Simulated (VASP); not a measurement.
The system is ZnCd3O.

```
CELL_PARAMETERS angstrom
4.81827 0.00000 0.00000
0.00000 4.81827 0.00000
0.00000 0.00000 4.81827
ATOMIC_POSITIONS crystal
Zn 0.50000 0.50000 0.50000
Cd 0.50000 0.00000 0.00000
Cd 0.00000 0.50000 0.00000
Cd 0.00000 0.00000 0.50000
O 0.00000 0.00000 0.00000
```

The cell was generated, and may not be a known phase.

```yaml
Program: VASP 6.6.1
Task: relaxation of cell and atoms
Functional: PBE
Potentials_or_basis: VASP PAW PBE potentials, release 64 (Zn, Cd_sv_GW, O)
Cutoff: 700 eV
k_mesh: 4 × 4 × 4
Occupations: gaussian, width 0.1 eV
Spin: no spin polarisation
```

At the start: pressure -5.4 GPa; volume 22.37 Å³/atom.

Question: How do energy, volume and symmetry change on relaxing?

Answer: Over 3 steps the energy falls by 49.9 meV/atom and the volume is 19.78 Å³/atom (-11.6 %); space group Pm-3m (No. 221, to 0.1 Å) before and after.

Step by step:
```tsv
step	energy change (eV)	largest force (eV/Å)	pressure (GPa)	volume (Å³)
1	0.0000	0.0000	-5.43	111.86
2	-0.2472	0.0000	-0.68	100.03
3	-0.2497	0.0000	-0.02	98.92
```

Final structure:
```yaml
crystal:
  lattice:
    - [4.62482, 0.00000, 0.00000]
    - [0.00000, 4.62482, 0.00000]
    - [0.00000, 0.00000, 4.62482]
  atoms:
    - { symbol: Zn, position: [0.50000, 0.50000, 0.50000] }
    - { symbol: Cd, position: [0.50000, 0.00000, 0.00000] }
    - { symbol: Cd, position: [0.00000, 0.50000, 0.00000] }
    - { symbol: Cd, position: [0.00000, 0.00000, 0.50000] }
    - { symbol: O, position: [0.00000, 0.00000, 0.00000] }
```
